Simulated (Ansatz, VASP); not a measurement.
**BN: VASP beside Ansatz**

Contents of INCAR:

```
SYSTEM = BN
PREC = Accurate
ENCUT = 520
EDIFF = 1E-7
ISMEAR = -1
SIGMA = 0.05
LREAL = .FALSE.
LASPH = .TRUE.
NELM = 100
ALGO = Normal
ISIF = 2
LWAVE = .FALSE.
LCHARG = .FALSE.
GGA = PE
NBANDS = 16
```

File KPOINTS:

```
regular mesh
0
G
  12 12 6
  0 0 0
```

POSCAR

```
BN
1.0
    2.5360000000      0.0000000000      0.0000000000
   -1.2680000000      2.1962400000      0.0000000000
    0.0000000000      0.0000000000      4.1850033333
B N
2 2
Direct
    0.6666666667      0.3333333333      0.0000000000
    0.3333333333      0.6666666667      0.5000000000
    0.6666666667      0.3333333333      0.3750000000
    0.3333333333      0.6666666667      0.8750000000
```

Input for Ansatz:

```yaml
crystal:
  lattice:
    - [2.536, 0.0, 0.0]
    - [-1.268, 2.19624, 0.0]
    - [0.0, 0.0, 4.185003333333333]
  atoms:
    - { symbol: B, position: [0.6666666666666666, 0.3333333333333333, 0.0] }
    - { symbol: B, position: [0.3333333333333333, 0.6666666666666666, 0.5] }
    - { symbol: "N", position: [0.6666666666666666, 0.3333333333333333, 0.375] }
    - { symbol: "N", position: [0.3333333333333333, 0.6666666666666666, 0.875] }
basis:
  ecutwfc: 520.0
kpoints:
  mp_grid:
    grid: [12, 12, 6]
hamiltonian:
  xc: pbe
scf:
  occupations:
    method: fermi_dirac
    width: 0.05
output:
  stress: true
```

Alike in both runs: task single point; functional PBE; k mesh 12 × 12 × 6; occupations fermi-dirac, width 0.05 eV; no spin polarisation.

```csv
,VASP,Ansatz
version,VASP 6.6.1,Ansatz 0.2.0
potentials or method,"VASP PAW PBE potentials, release 64 (B, N), cutoff 520 eV","plane waves, PAW"
valence electrons in the cell,16,16
```

Ansatz gave:

```
pressure (GPa)                                                : 9.4
traceless stress, the component that is largest in VASP (GPa) : 1.45
```

Estimate VASP's values.

pressure (GPa): 9.6; traceless stress, the component that is largest in VASP (GPa): 1.44.
